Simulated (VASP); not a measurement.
A run of VASP 6.6.1:

Contents of INCAR:

```
SYSTEM = TiSi2
PREC = Accurate ; ENCUT = 520
EDIFF = 1E-6 ; ISMEAR = 0
SIGMA = 0.15 ; LREAL = .False.
LASPH = .True. ; NELM = 60
ALGO = Normal ; ISIF = 2
LWAVE = .False. ; LCHARG = .False.
GGA = PE ; NBANDS = 29
```

File KPOINTS:

```
regular mesh
0
Gamma
  10 10 10
  0 0 0
```

Contents of POSCAR:

```
TiSi2
1.0
    1.7738039271     -6.7803428775      0.0000000000
    1.7738039271      6.7803428775      0.0000000000
    0.0000000000      0.0000000000      3.5792221396
Ti Si
2 4
Direct
    0.8968189481      0.1031810519      0.7500000000
    0.1031810519      0.8968189481      0.2500000000
    0.5591475244      0.4408524756      0.7500000000
    0.4408524756      0.5591475244      0.2500000000
    0.2498281361      0.7501718639      0.7500000000
    0.7501718639      0.2498281361      0.2500000000
```

Potentials or basis: VASP PAW PBE potentials, release 64 (Ti_sv, Si).

The run is started by

```sh
$ cat potpaw_PBE.64/Ti_sv/POTCAR potpaw_PBE.64/Si/POTCAR > POTCAR
$ mpirun -np 1 vasp_std > vasp.out
```

Hardware: 1 thread of Intel(R) Xeon(R) Platinum 8488C (Sapphire Rapids) (shared host).

Problem. How long does it take, and how much memory?

Solution. Run time: 14 min on 1 thread of Intel(R) Xeon(R) Platinum 8488C (Sapphire Rapids) (shared host), peak memory 0.54 GiB. Counts: scf iterations 14, k points 186.
